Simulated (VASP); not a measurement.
# Sn3Br (P4/mmm) in VASP: notebook, part 2 of 2

VASP 6.6.1.

### 3 Single point, PBE

This run uses another cell than the first one, of the same volume but with other edges.

INCAR

```
SYSTEM = Sn3Br
PREC = Accurate
ENCUT = 520
EDIFF = 1E-6
ISMEAR = 0
SIGMA = 0.1
LREAL = .FALSE.
LASPH = .TRUE.
NELM = 80
ALGO = Normal
ISIF = 2
LWAVE = .FALSE.
LCHARG = .FALSE.
GGA = PE
NBANDS = 32
```

KPOINTS

```
regular mesh
0
G
  4 4 6
  0 0 0
```

POSCAR

```
Sn3Br
1.0
    5.7820549089      0.0000000000      0.0000000000
    0.0000000000      5.7820549089      0.0000000000
    0.0000000000      0.0000000000      3.3982770861
Sn Br
3 1
Direct
    0.0000000000      0.5000000000      0.5000000000
    0.5000000000      0.0000000000      0.5000000000
    0.5000000000      0.5000000000      0.0000000000
    0.0000000000      0.0000000000      0.0000000000
```

Potentials or basis: VASP PAW PBE potentials, release 64 (Sn_d, Br).

On the command line:

```
> cat potpaw_PBE.64/Sn_d/POTCAR potpaw_PBE.64/Br/POTCAR > POTCAR
> mpirun -np 1 vasp_std > vasp.out
```

OUTCAR:

```text
SYSTEM = Sn3Br
   PREC = Accurate
   ENCUT = 520
   EDIFF = 1E-6
   ISMEAR = 0
   LREAL = .FALSE.
   LASPH = .TRUE.
   NELM = 80
   ISIF = 2
   GGA = PE

 ion  position               nearest neighbor table
   1  0.000  0.500  0.500-   3 3.35   3 3.35   3 3.35   3 3.35
   2  0.500  0.000  0.500-   3 3.35   3 3.35   3 3.35   3 3.35
   3  0.500  0.500  0.000-   1 3.35   2 3.35   1 3.35   2 3.35   2 3.35   2 3.35   1 3.35   1 3.35

   4  0.000  0.000  0.000-

  LATTYP: Found a simple tetragonal cell.
 ALAT       =     5.7820549089
 C/A-ratio  =     0.5877282626

  Lattice vectors:

 A1 = (   5.7820549089,   0.0000000000,   0.0000000000)
 A2 = (   0.0000000000,   5.7820549089,   0.0000000000)
 A3 = (   0.0000000000,   0.0000000000,   3.3982770861)

Analysis of symmetry for initial positions (statically):
=====================================================================
 Subroutine PRICEL returns:
 Original cell was already a primitive cell.

 Routine SETGRP: Setting up the symmetry group for a
 simple tetragonal supercell.

 Subroutine GETGRP returns: Found 16 space group operations
 (whereof 16 operations were pure point group operations)
 out of a pool of 16 trial point group operations.

The static configuration has the point symmetry D_4h.

Analysis of symmetry for dynamics (positions and initial velocities):
=====================================================================
 Subroutine PRICEL returns:
 Original cell was already a primitive cell.

 Routine SETGRP: Setting up the symmetry group for a
 simple tetragonal supercell.

 Subroutine GETGRP returns: Found 16 space group operations
 (whereof 16 operations were pure point group operations)
[... 118 lines left out ...]
   EMIN   =  10.00;   EMAX   =-10.00  energy-range for DOS
   EFERMI =   0.00;   METHOD = LEGACY
   ISMEAR =     0;   SIGMA  =   0.10  broadening in eV -4-tet -1-fermi 0-gaus
   EFERMI_NEDOS =   21; number of points for ismear=-14 and -15
   IALGO  =     38    algorithm
   IMIX   =      4    mixing-type and parameters
     AMIX     =   0.40;   BMIX     =  1.00
     AMIX_MAG =   1.60;   BMIX_MAG =  1.00
  volume/ion in A,a.u.               =      28.40       191.67
  Fermi-wavevector in a.u.,A,eV,Ry     =   1.236894  2.337391 20.815643  1.529907
  Thomas-Fermi vector in A             =   2.371484
   LORBIT       =      0    0 simple, 1 ext, 2 COOP (PROOUT), +10 PAW based schemes
   GGA     = PE    functional components
   LHFCALC =     F    Hartree Fock is set to
   AEXX    =    0.0000 exact exchange contribution
   IVDW    =     0    specifies the selected vdW correction
   LEPSILON=     F    determine dielectric tensor
   LRPA    =     F    only Hartree local field effects (RPA)
 non-spin polarized calculation
 Gauss-broadening in eV      SIGMA  =   0.10
  energy-cutoff  :      520.00
  volume of cell :      113.61
 maximum number of plane-waves:      3084
 NGX is ok and might be reduce to    48

 number of electron      49.0000015 magnetization

 Free energy of the ion-electron system (eV)
  ---------------------------------------------------
  ext. energy  EPLUGINS =         0.00000000
  ---------------------------------------------------
  free energy    TOTEN  =       -13.53000837 eV

  energy without entropy =      -13.51765980  energy(sigma->0) =      -13.52383409

 E-fermi :   6.5961     XC(G=0):  -9.8408

 val. band max:        6.5821639416   @ k =   0.2500   0.2500   0.3333
 cond. band min:       6.6133110507   @ k =   0.5000   0.0000   0.1667
 fundamental gap:      0.0311471091
 Fermi energy:         6.5961188115

 k-point     1 :       0.0000    0.0000    0.0000
  band No.  band energies     occupation
      1     -15.3012      2.00000
      2     -15.2974      2.00000
      3     -15.2575      2.00000
      4     -15.2181      2.00000
      5     -15.2088      2.00000
      6     -15.2088      2.00000
[... 829 lines left out ...]
     31      10.8765      0.00000
     32      11.3022      0.00000

------------------------ aborting loop because EDIFF is reached ----------------------------------------

  FORCE on cell =-STRESS in cart. coord.  units (eV):
  Direction    XX          YY          ZZ          XY          YZ          ZX
  --------------------------------------------------------------------------------------
  -------------------------------------------------------------------------------------
  Total        0.0186887      0.0186887     -0.0407205      0.0000000     -0.0000000      0.0000000
  in kB        0.2635525      0.2635525     -0.5742500      0.0000000     -0.0000000      0.0000000
  external PRESSURE =      -0.0157150 kB  Pullay stress =       0.0000000 kB

 VOLUME and BASIS-vectors are now :
 -----------------------------------------------------------------------------
  energy-cutoff  :      520.00
  volume of cell :      113.61
      direct lattice vectors                 reciprocal lattice vectors
     5.782054909  0.000000000  0.000000000     0.172948894  0.000000000  0.000000000
     0.000000000  5.782054909  0.000000000     0.000000000  0.172948894  0.000000000
     0.000000000  0.000000000  3.398277086     0.000000000  0.000000000  0.294266764

 POSITION                                       TOTAL-FORCE (eV/Angst)
 -----------------------------------------------------------------------------------
      0.00000      2.89103      1.69914         0.000000      0.000000      0.000000
      2.89103      0.00000      1.69914         0.000000      0.000000      0.000000
      2.89103      2.89103      0.00000         0.000000      0.000000      0.000000
      0.00000      0.00000      0.00000         0.000000      0.000000      0.000000
 -----------------------------------------------------------------------------------
    total drift:                                0.000000      0.000000     -0.000000

  FREE ENERGIE OF THE ION-ELECTRON SYSTEM (eV)
  ---------------------------------------------------
  free  energy   TOTEN  =       -13.5300083715 eV

  energy  without entropy=      -13.5176598021  energy(sigma->0) =      -13.52383409
```

stdout:

```text
POSCAR found type information on POSCAR SnBr
 POSCAR found :  2 types and       4 ions
 scaLAPACK will be used
 LDA part: xc-table for (Slater+PW92), standard interpolation
 POSCAR, INCAR and KPOINTS ok, starting setup
 FFT: planning ... GRIDC
 FFT: planning ... GRID_SOFT
 FFT: planning ... GRID
 WAVECAR not read
 entering main loop
```

Wall time 73 s (1 thread of AMD EPYC 7R43 (Zen 3), shared host); peak memory 0.24 GiB.

What came out:

* Free energy: -13.5300 eV
* Pressure: 0.0 GPa

Stress tensor (GPa, compression positive):
```
 0.03  0.00  0.00
 0.00  0.03  0.00
 0.00  0.00 -0.06
```

Caveat: spin-orbit coupling is left out, which moves the levels of the heavy elements; an odd number of electrons without spin polarisation forces a metal; a magnetic or distorted state may lie lower.

### 4 Relaxation of cell and atoms, PBE

INCAR

```
ALGO = Normal
EDIFF = 1E-6
EDIFFG = -0.04
ENCUT = 600
GGA = PE
IBRION = 2
ISIF = 3
ISMEAR = 0
LASPH = True
LCHARG = False
LREAL = False
LWAVE = False
NELM = 80
NSW = 90
PREC = Accurate
SIGMA = 0.1
```

KPOINTS

```
k-points
0
Gamma
  4 4 6
```

POSCAR

```
Sn3Br
1.0
    5.6670370215      0.0000000000      0.0000000000
    0.0000000000      5.6670370215      0.0000000000
    0.0000000000      0.0000000000      3.5385236078
Sn Br
3 1
Direct
    0.0000000000      0.5000000000      0.5000000000
    0.5000000000      0.0000000000      0.5000000000
    0.5000000000      0.5000000000      0.0000000000
    0.0000000000      0.0000000000      0.0000000000
```

On the command line:

```
> cat potpaw_PBE.64/Sn_d/POTCAR potpaw_PBE.64/Br/POTCAR > POTCAR
> mpirun -np 1 vasp_std > vasp.out
```

Run time: 4.8 min. Hardware: 1 thread of AMD EPYC 7R43 (Zen 3), shared host; peak memory 0.26 GiB.

The run converged. Its results:

| Property | Result |
| --- | --- |
| Free energy | -13.5299 eV |
| Relaxed volume | 28.38 Å³/atom |
| Relaxed cell | a = 5.791 Å, b = 5.791 Å, c = 3.385 Å, α = 90.00°, β = 90.00°, γ = 90.00° |
| Space group after relaxing (to 0.05 Å) | P4/mmm (No. 123) |
| Energy gained by relaxing | 7.9 meV/atom |
| Ionic steps | 6 |
| Pressure after relaxing | 0.1 GPa |

Stress tensor (GPa, compression positive):
```
0.04 0.00 0.00
0.00 0.04 0.00
0.00 0.00 0.14
```

The path:
```tsv
step	energy change (eV)	largest force (eV/Å)	pressure (GPa)	volume (Å³)
1	0.0000	0.0000	-0.19	113.64
2	-0.0140	0.0000	0.09	113.07
3	-0.0265	0.0000	0.54	112.08
4	-0.0270	0.0000	0.71	111.76
5	-0.0311	0.0000	-0.15	114.16
6	-0.0318	0.0000	0.07	113.52
```

Final structure:
```yaml
crystal:
  lattice:
    - [5.79103, 0.00000, 0.00000]
    - [0.00000, 5.79103, 0.00000]
    - [0.00000, 0.00000, 3.38514]
  atoms:
    - { symbol: Sn, position: [0.00000, 0.50000, 0.50000] }
    - { symbol: Sn, position: [0.50000, 0.00000, 0.50000] }
    - { symbol: Sn, position: [0.50000, 0.50000, 0.00000] }
    - { symbol: Br, position: [0.00000, 0.00000, 0.00000] }
```

Levels at points of the mesh, in eV from the Fermi level:
| k point | band 21 | band 22 | band 23 | band 24 | band 25 | band 26 | band 27 | band 28 |
| --- | --- | --- | --- | --- | --- | --- | --- | --- |
| (0.00, 0.00, 0.00) | -4.83 | -2.63 | -2.63 | -1.95 | 2.98 | 2.98 | 3.16 | 3.17 |
| (0.50, 0.00, 0.00) | -3.45 | -2.77 | -1.89 | -0.46 | 1.72 | 2.13 | 2.48 | 3.36 |
| (0.50, 0.50, 0.00) | -2.83 | -1.83 | -1.20 | 0.95 | 1.11 | 1.40 | 1.40 | 1.61 |
| (0.00, 0.00, 0.50) | -3.68 | -3.68 | -2.05 | -0.88 | -0.88 | -0.51 | -0.45 | 0.61 |
| (0.50, 0.00, 0.50) | -3.74 | -3.59 | -3.19 | -2.30 | 0.04 | 0.08 | 0.15 | 0.27 |
| (0.50, 0.50, 0.50) | -4.89 | -4.89 | -4.16 | -1.12 | -1.12 | 1.98 | 2.77 | 3.23 |

Caveat: spin-orbit coupling is left out, which moves the levels of the heavy elements; an odd number of electrons without spin polarisation forces a metal; a magnetic or distorted state may lie lower.

### 5 Single point, PBE

This run uses another cell than the first one, of 28.21 Å³/atom, 0.993 times its volume.

INCAR

```
SYSTEM = Sn3Br
PREC = Accurate
ENCUT = 520
EDIFF = 1E-7
ISMEAR = 0
SIGMA = 0.1
LREAL = .False.
LASPH = .True.
NELM = 60
ALGO = Normal
ISIF = 2
LWAVE = .False.
LCHARG = .False.
GGA = PE
NBANDS = 32
```

KPOINTS

```
Automatic mesh
0
Gamma
  8 8 14
  0 0 0
```

POSCAR

```
Sn3Br
1.0
    5.6703950400      0.0000000000      0.0000000000
    0.0000000000      5.6703950400      0.0000000000
    0.0000000000      0.0000000000      3.5092177888
Sn Br
3 1
Direct
    0.0000000000      0.5000000000      0.5000000000
    0.5000000000      0.0000000000      0.5000000000
    0.5000000000      0.5000000000      0.0000000000
    0.0000000000      0.0000000000      0.0000000000
```

On the command line:

```
> cat potpaw_PBE.64/Sn_d/POTCAR potpaw_PBE.64/Br/POTCAR > POTCAR
> mpirun -np 1 vasp_std > vasp.out
```

Run time: 4.7 min. Hardware: 1 thread of Oxide Virtual Turin-like, shared host; peak memory 0.42 GiB.

The run converged. Its results:

```yaml
Free_energy: -13.4682 eV
Pressure: 0.0 GPa
```

Levels at points of the mesh, in eV from the Fermi level:
```csv
k point,band 23,band 24,band 25,band 26,band 27,band 28
"(0.00, 0.00, 0.00)",-2.36,-2.36,2.49,3.14,3.14,3.41
"(0.50, 0.00, 0.00)",-2.33,-0.19,2.04,2.34,2.60,2.64
"(0.50, 0.50, 0.00)",-1.15,1.42,1.49,1.84,1.84,1.96
"(0.00, 0.00, 0.50)",-1.80,-1.01,-1.01,-0.12,-0.01,0.69
"(0.50, 0.00, 0.50)",-3.08,-2.08,0.06,0.16,0.16,0.41
"(0.50, 0.50, 0.50)",-4.11,-0.94,-0.94,2.02,2.98,3.37
```

Caveat: spin-orbit coupling is left out, which moves the levels of the heavy elements; an odd number of electrons without spin polarisation forces a metal; a magnetic or distorted state may lie lower.

### 6 Summary

| task | cell | k mesh | cutoff (eV) | gap on the mesh (eV) | pressure (GPa) |
| --- | --- | --- | --- | --- | --- |
| single point | a = 5.667, b = 5.667, c = 3.539 Å, 4 atoms | 4 × 4 × 4 | 520 | none | 0.1 |
| single point | a = 5.782, b = 5.782, c = 3.398 Å, 4 atoms | 4 × 4 × 6 | 520 | none | 0.0 |
| relaxation of cell and atoms | relaxed from a = 5.667, b = 5.667, c = 3.539 Å, 4 atoms | 4 × 4 × 6 | 600 | none | 0.1 |
| single point | a = 5.670, b = 5.670, c = 3.509 Å, 4 atoms | 8 × 8 × 14 | 520 | none | 0.0 |

Alike in all rows: level PBE; potentials or basis VASP PAW PBE potentials, release 64 (Sn_d, Br); no spin polarisation; smearing gaussian 0.1 eV.

Caveats: some runs use coarse meshes; spin-orbit coupling is left out, which moves the levels of the heavy elements; an odd number of electrons without spin polarisation forces a metal; a magnetic or distorted state may lie lower.

Total energies depend on the potentials used, so only differences within one code and one set of settings carry meaning.
